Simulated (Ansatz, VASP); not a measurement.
**Two plane-wave programs on MnF2**

The input INCAR:

```
PREC = Accurate
ENCUT = 520
EDIFF = 1E-6
ISMEAR = 0
SIGMA = 0.05
LREAL = False
LASPH = True
NELM = 150
ALGO = Normal
ISIF = 2
LWAVE = False
LCHARG = False
ISPIN = 2
MAGMOM = 5 -5 0 0 0 0
LORBIT = 11
LMAXMIX = 4
GGA = CA
NBANDS = 40
```

File KPOINTS:

```
Automatic mesh
0
Gamma
  4 4 6
```

Contents of POSCAR:

```
MnF2
1.0
    4.8733996600      0.0000000000      0.0000000000
    0.0000000000      4.8733996600      0.0000000000
    0.0000000000      0.0000000000      3.3098997700
Mn F
2 4
Direct
    0.0000000000      0.0000000000      0.0000000000
    0.5000000000      0.5000000000      0.5000000000
    0.3050000000      0.3050000000      0.0000000000
    0.1950000000      0.8050000000      0.5000000000
    0.6950000000      0.6950000000      0.0000000000
    0.8050000000      0.1950000000      0.5000000000
```

Input for Ansatz:

```yaml
crystal:
  lattice:
    - [4.87339966, 0.0, 0.0]
    - [0.0, 4.87339966, 0.0]
    - [0.0, 0.0, 3.30989977]
  atoms:
    - { symbol: Mn, position: [0.0, 0.0, 0.0], spin: 5.0 }
    - { symbol: Mn, position: [0.5, 0.5, 0.5], spin: -5.0 }
    - { symbol: F, position: [0.305, 0.305, 0.0] }
    - { symbol: F, position: [0.195, 0.805, 0.5] }
    - { symbol: F, position: [0.695, 0.695, 0.0] }
    - { symbol: F, position: [0.805, 0.195, 0.5] }
basis:
  ecutwfc: 420
  ecutrho_ratio: 4
kpoints:
  mp_grid: { grid: [4, 4, 6] }
hamiltonian:
  xc: lda
scf:
  occupations: { method: gaussian, width: 0.05 }
output:
  forces: true
  stress: true
  eigenvalues: true
  populations: true
  hubbard: { sites: [{ site: 0, l: d }, { site: 1, l: d }] }
  write_density: true
  write_potential: true
  elf: true
  volumetric_format: npy
magnetization:
  spin_polarized: true
```

Alike in both runs: task single point; functional LDA; k mesh 4 × 4 × 6; occupations gaussian, width 0.05 eV; collinear spin.

|  | VASP | Ansatz |
| --- | --- | --- |
| version | VASP 6.6.1 | Ansatz 0.2.0 |
| potentials or method | VASP PAW LDA potentials, release 64 (Mn_pv, F), cutoff 520 eV | scalar-relativistic, plane waves, PAW |
| valence electrons in the cell | 54 | 58 |

VASP gave:

| Quantity | Value |
| --- | --- |
| gap on the k mesh at the Fermi level (eV) | 1.74 |
| least direct gap on the mesh (eV) | 1.82 |
| pressure (GPa) | -7.0 |
| traceless stress, the component that is largest in VASP (GPa) | -1.00 |
| rms of the force components (eV/Å) | 0.014 |
| net moment per atom (μB) | 0.00 |
| size of the moment on the site where the two differ most (μB) | 4.48 |

Problem. Estimate Ansatz's values.

Solution. gap on the k mesh at the Fermi level (eV): 1.78; least direct gap on the mesh (eV): 1.86; pressure (GPa): -6.9; traceless stress, the component that is largest in VASP (GPa): -1.03; rms of the force components (eV/Å): 0.009; net moment per atom (μB): 0.00; size of the moment on the site where the two differ most (μB): 4.11.

LDA's correlation is that of Perdew and Zunger in VASP and of Perdew and Wang (1992) in Ansatz. Site moments also hang on the region over which each program counts them. Atom by atom the forces differ by 0.005 eV/Å (rms over components). VASP's potentials hold 54 valence electrons a cell and Ansatz's 58, so a difference there can come from the potentials and not from the codes.
